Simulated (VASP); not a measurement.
# GdN (rocksalt type) (Fm-3m) in VASP: notebook, part 2 of 2

VASP 6.6.1.

### Step 4. Electric field gradients, PBE, collinear spin, ferromagnetic start (15.78 Å³/atom)

This run uses another cell than the first one, of 15.78 Å³/atom.

File INCAR:

```
ALGO = Normal
EDIFF = 1E-8
ENCUT = 520
GGA = PE
ISIF = 2
ISMEAR = -1
ISPIN = 2
LASPH = True
LCHARG = False
LEFG = True
LMAXMIX = 6
LORBIT = 11
LREAL = False
LWAVE = False
MAGMOM = 7 0
NBANDS = 22
NELM = 150
PREC = Accurate
SIGMA = 0.05
```

File KPOINTS:

```
k-points
0
Gamma
  15 15 15
```

File POSCAR:

```
GdN
1.0
    0.0000000000      2.5082961196      2.5082961196
    2.5082961196      0.0000000000      2.5082961196
    2.5082961196      2.5082961196      0.0000000000
Gd N
1 1
Direct
    0.0000000000      0.0000000000      0.0000000000
    0.5000000000      0.5000000000      0.5000000000
```

Potentials or basis: VASP PAW PBE potentials, release 64 (Gd, N).

Started as:

```console
$ cat potpaw_PBE.64/Gd/POTCAR potpaw_PBE.64/N/POTCAR > POTCAR
$ mpirun -np 1 vasp_std > vasp.out
```

OUTCAR:

```text
EDIFF = 1E-8
   ENCUT = 520
   GGA = PE
   ISIF = 2
   ISMEAR = -1
   ISPIN = 2
   LASPH = True
   LORBIT = 11
   LREAL = False
   NELM = 150
   PREC = Accurate

 ion  position               nearest neighbor table
   1  0.000  0.000  0.000-   2 2.51   2 2.51   2 2.51   2 2.51   2 2.51   2 2.51
   2  0.500  0.500  0.500-   1 2.51   1 2.51   1 2.51   1 2.51   1 2.51   1 2.51

  LATTYP: Found a face centered cubic cell.
 ALAT       =     5.0165922392

  Lattice vectors:

 A1 = (   0.0000000000,   2.5082961196,   2.5082961196)
 A2 = (   2.5082961196,   0.0000000000,   2.5082961196)
 A3 = (   2.5082961196,   2.5082961196,   0.0000000000)

Analysis of symmetry for initial positions (statically):
=====================================================================
 Subroutine PRICEL returns:
 Original cell was already a primitive cell.

 Routine SETGRP: Setting up the symmetry group for a
 face centered cubic supercell.

 Subroutine GETGRP returns: Found 48 space group operations
 (whereof 48 operations were pure point group operations)
 out of a pool of 48 trial point group operations.

The static configuration has the point symmetry O_h .

Analysis of symmetry for dynamics (positions and initial velocities):
=====================================================================
 Subroutine PRICEL returns:
 Original cell was already a primitive cell.

[... 1387 lines left out ...]
  --------------------------------------------------------------------------------------
  -------------------------------------------------------------------------------------
  Total       -0.5339576     -0.5339576     -0.5339576      0.0000000      0.0000000      0.0000000
  in kB      -27.1050930    -27.1050930    -27.1050930      0.0000000      0.0000000      0.0000000
  external PRESSURE =     -27.1050930 kB  Pullay stress =       0.0000000 kB

 VOLUME and BASIS-vectors are now :
 -----------------------------------------------------------------------------
  energy-cutoff  :      520.00
  volume of cell :       31.56
      direct lattice vectors                 reciprocal lattice vectors
     0.000000000  2.508296120  2.508296120    -0.199338506  0.199338506  0.199338506
     2.508296120  0.000000000  2.508296120     0.199338506 -0.199338506  0.199338506
     2.508296120  2.508296120  0.000000000     0.199338506  0.199338506 -0.199338506

 POSITION                                       TOTAL-FORCE (eV/Angst)
 -----------------------------------------------------------------------------------
      0.00000      0.00000      0.00000         0.000000      0.000000      0.000000
      2.50830      2.50830      2.50830        -0.000000     -0.000000     -0.000000
 -----------------------------------------------------------------------------------
    total drift:                                0.000000      0.000000      0.000000

  FREE ENERGIE OF THE ION-ELECTRON SYSTEM (eV)
  ---------------------------------------------------
  free  energy   TOTEN  =       -23.2120704819 eV

  energy  without entropy=      -23.2114886028  energy(sigma->0) =      -23.21177954

 Electric field gradients (V/A^2)
---------------------------------------------------------------------
 ion       V_xx      V_yy      V_zz      V_xy      V_xz      V_yz
---------------------------------------------------------------------
   1      -0.000     0.000     0.000    -0.002    -0.002    -0.002
   2       0.000     0.000     0.000    -0.000    -0.000    -0.000
---------------------------------------------------------------------

 Electric field gradients after diagonalization (V/A^2)
 (convention: |V_zz| > |V_xx| > |V_yy|)
----------------------------------------------------------------------
 ion       V_xx      V_yy      V_zz     asymmetry (V_yy - V_xx)/ V_zz
----------------------------------------------------------------------
   1       0.002     0.002    -0.004       0.000
   2       0.000     0.000    -0.001       0.000
----------------------------------------------------------------------

           NMR quadrupolar parameters

 Cq : quadrupolar parameter    Cq=e*Q*V_zz/h
 eta: asymmetry parameters     (V_yy - V_xx)/ V_zz
 Q  : nuclear electric quadrupole moment in mb (millibarn)
----------------------------------------------------------------------
 ion       Cq(MHz)       eta       Q (mb)
----------------------------------------------------------------------
   1      -0.000       0.000       1.000
   2      -0.000       0.000       1.000
----------------------------------------------------------------------

 total charge

# of ion       s       p       d       f       tot
--------------------------------------------------
    1        2.033   5.659   0.520   7.000  15.211
    2        1.249   2.374   0.000   0.000   3.623
--------------------------------------------------
tot          3.282   8.033   0.520   7.000  18.834

 magnetization (x)

# of ion       s       p       d       f       tot
--------------------------------------------------
    1       -0.006  -0.081   0.081   6.810   6.804
    2       -0.007  -0.076   0.000   0.000  -0.083
--------------------------------------------------
tot         -0.012  -0.157   0.081   6.810   6.721
```

Run time: 5.1 min. Hardware: 1 thread of AMD EPYC 9R45 (Zen 5), shared host; peak memory 0.27 GiB.

What came out:

* Free energy: -23.2121 eV
* Pressure: -2.7 GPa
* Band gap on the k mesh: zero (filled and empty bands overlap)
* Net moment: 7.00 μB per cell
* Site moments: Gd +6.80; N -0.08 μB
* Largest electric field gradient by atom: under 0.05 V/Å² on every atom
* Valence electrons inside the program's atomic spheres: Gd 15.21; N 3.62

Caveat: spin-orbit coupling is left out, which moves the levels of the heavy elements; a cell with one magnetic atom can't hold antiferromagnetic order, which such compounds often take; semilocal functionals describe open f shells poorly, which spoils levels, moments and volumes.
